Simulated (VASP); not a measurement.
Hf:

```
Hf
1.0
     0.01731    2.24262    2.26276
     2.22855    0.06273    2.21735
     2.25785    2.22651    0.03343
Hf
1
Direct
  0.00000 0.00000 0.00000
```

This cell differs from its parent crystal: the cell strained at random.

| Quantity | Value |
| --- | --- |
| Program | VASP 6.6.1 |
| Task | relaxation of cell and atoms |
| Functional | LDA |
| Potentials or basis | VASP PAW LDA potentials, release 64 (Hf_pv) |
| Cutoff | 600 eV |
| k mesh | 10 × 10 × 10 |
| Occupations | fermi-dirac, width 0.1 eV |
| Spin | no spin polarisation |

At the start: pressure -5.5 GPa; volume 21.88 Å³/atom.

**Question.** How do energy, volume and symmetry change on relaxing?

**Answer.** Over 9 steps the energy falls by 27.7 meV/atom and the volume is 20.78 Å³/atom (-5.0 %); space group Fm-3m (No. 225, to 0.05 Å).

The path:
| step | energy change (eV) | largest force (eV/Å) | pressure (GPa) | volume (Å³) |
| --- | --- | --- | --- | --- |
| 1 | 0.0000 | 0.0000 | -5.47 | 21.88 |
| 2 | -0.0002 | 0.0000 | 7.66 | 19.59 |
| 3 | -0.0248 | 0.0000 | 0.50 | 20.70 |
| 4 | -0.0276 | 0.0000 | 0.05 | 20.77 |
| 5 | -0.0276 | 0.0000 | -0.01 | 20.79 |
| 6 | -0.0276 | 0.0000 | 0.01 | 20.78 |
| 7 | -0.0277 | 0.0000 | 0.08 | 20.77 |
| 8 | -0.0277 | 0.0000 | -0.15 | 20.81 |
| 9 | -0.0277 | 0.0000 | 0.00 | 20.78 |

Final structure:
```
Hf
1.0
    -0.00027    2.18222    2.18254
     2.18176   -0.00038    2.18223
     2.18187    2.18202   -0.00003
Hf
1
Cartesian
  0.0000 0.0000 0.0000
```

Caveat: the cell differs from its parent crystal (the cell strained at random).
